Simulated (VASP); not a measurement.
A run of VASP 6.6.1 is set up as follows.

The input INCAR:

```
ALGO     = Normal         # electronic algorithm
EDIFF    = 1E-6           # SCF threshold, eV
ENCUT    = 520            # plane-wave cutoff, eV
GGA      = PE             # functional
ISIF     = 2              # what is computed and relaxed
ISMEAR   = 0              # smearing method
LASPH    = T              # aspherical terms in the spheres
LCHARG   = T              # write CHGCAR
LELF     = T              # ELF
LREAL    = F              # projectors in reciprocal space
LVHAR    = T            
LWAVE    = F              # write WAVECAR
NBANDS   = 16             # bands
NELM     = 100            # most SCF steps
PREC     = Accurate       # precision mode
SIGMA    = 0.01           # smearing width, eV
```

KPOINTS

```
k-points
0
Gamma
  6 6 4
```

The input POSCAR:

```
NaH
1.0
    3.9533072863      0.0000000000      0.0000000000
   -1.9766536431      3.4236645389      0.0000000000
    0.0000000000      0.0000000000      4.8283237758
Na H
2 2
Direct
    0.3333333333      0.6666666667      0.2500000000
    0.6666666667      0.3333333333      0.7500000000
    0.6666666667      0.3333333333      0.2500000000
    0.3333333333      0.6666666667      0.7500000000
```

Potentials or basis: VASP PAW PBE potentials, release 64 (Na_pv, H).

The run is started by

```bash
$ cat potpaw_PBE.64/Na_pv/POTCAR potpaw_PBE.64/H/POTCAR > POTCAR
$ mpirun -np 1 vasp_std > vasp.out
```

Problem. Estimate the pressure.

Solution. 0.3 GPa.

Problem. What does it give for the band gap on the k mesh?

Solution. 3.33 eV, indirect (least direct gap 4.24 eV).

Stress tensor (GPa, compression positive):
```
0.31 0.00 0.00
0.00 0.31 0.00
0.00 0.00 0.42
```

A k mesh can miss the band edges.
